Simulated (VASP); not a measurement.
TaCd3, 4 atoms in the cell. The structure is cubic, space group Pm-3m (No. 221). Conventional cell: a = 4.296 Å, b = 4.296 Å, c = 4.296 Å, α = 90.00°, β = 90.00°, γ = 90.00°. Ta (site symmetry m-3m) has 12 Cd at 3.04 Å within 4.0 Å. Within 4.0 Å of Cd (site symmetry 4/mmm) lie 4 Ta at 3.04 Å and 8 Cd at 3.04 Å. The cell was generated, and may not be a known phase.

- Program: VASP 6.6.1
- Task: single point
- Functional: PBE
- Potentials or basis: VASP PAW PBE potentials, release 64 (Ta_pv, Cd)
- Cutoff: 520 eV
- k mesh: 12 × 12 × 12
- Occupations: gaussian, width 0.1 eV
- Spin: no spin polarisation
- Dipole correction: no
- Further INCAR settings: ALGO = Fast; EDIFF = 1e-07; NBANDS = 32

Potentials or basis: VASP PAW PBE potentials, release 64 (Ta_pv, Cd).

Run with:

```sh
$ cat potpaw_PBE.64/Ta_pv/POTCAR potpaw_PBE.64/Cd/POTCAR > POTCAR
$ mpirun -np 1 vasp_std > vasp.out
```

Hardware: 1 thread of AMD EPYC 9R45 96-Core Processor (Zen 5) (shared host).

Q: Estimate the wall time of this run.

A: Run time: 98 s on 1 thread of AMD EPYC 9R45 96-Core Processor (Zen 5), with other jobs on the host, peak memory 0.28 GiB. Counts: scf iterations 16, k points 84.
